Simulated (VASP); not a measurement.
Here is a VASP 6.6.1 calculation.

File INCAR:

```
SYSTEM = YHg
  ALGO = Normal
  EDIFF = 1E-7
  ENCUT = 520
  ISIF = 2
  ISMEAR = -1
  LASPH = .TRUE.
  LCHARG = .FALSE.
  LREAL = .FALSE.
  LWAVE = .FALSE.
  NBANDS = 18
  NELM = 100
  PREC = Accurate
  SIGMA = 0.15
```

File KPOINTS:

```
k-points
0
G
  6 6 6
  0 0 0
```

Contents of POSCAR:

```
YHg
1.0
    3.6800000000      0.0000000000      0.0000000000
    0.0000000000      3.6800000000      0.0000000000
    0.0000000000      0.0000000000      3.6800000000
Y Hg
1 1
Direct
    0.5000000000      0.5000000000      0.5000000000
    0.0000000000      0.0000000000      0.0000000000
```

Potentials or basis: VASP PAW LDA potentials, release 64 (Y_sv, Hg).

The run is started by

```console
$ cat potpaw_LDA.64/Y_sv/POTCAR potpaw_LDA.64/Hg/POTCAR > POTCAR
$ mpirun -np 1 vasp_std > vasp.out
```

Question: Estimate the pressure.

Answer: -3.3 GPa.
